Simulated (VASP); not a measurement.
BiTe, 2 atoms in the cell. The structure is cubic, space group Fm-3m (No. 225). The conventional cell has a = 6.470 Å, b = 6.470 Å, c = 6.470 Å, α = 90.00°, β = 90.00°, γ = 90.00°. Bi (site symmetry m-3m) has 6 Te at 3.23 Å within 4.3 Å. Within 4.3 Å of Te (site symmetry m-3m) lie 6 Bi at 3.23 Å. 

| Quantity | Value |
| --- | --- |
| Program | VASP 6.6.1 |
| Task | single point |
| Functional | PBE |
| Potentials or basis | VASP PAW PBE potentials, release 64 (Bi_d, Te) |
| Cutoff | 520 eV |
| k mesh | 7 × 7 × 7 |
| Occupations | gaussian, width 0.02 eV |
| Spin | no spin polarisation |
| Dipole correction | no |
| Further INCAR settings | ALGO = Normal; EDIFF = 1e-06; NBANDS = 18 |

Potentials or basis: VASP PAW PBE potentials, release 64 (Bi_d, Te).

Launch:

```console
$ cat potpaw_PBE.64/Bi_d/POTCAR potpaw_PBE.64/Te/POTCAR > POTCAR
$ mpirun -np 1 vasp_std > vasp.out
```

Hardware: 1 thread of Intel(R) Xeon(R) 6975P-C (Granite Rapids) (shared host).

Task: How long does it take, and how much memory?

Result: Run time: 10 s on 1 thread of Intel(R) Xeon(R) 6975P-C (Granite Rapids), with other jobs on the host, peak memory 0.21 GiB. Counts: scf iterations 12, k points 20.
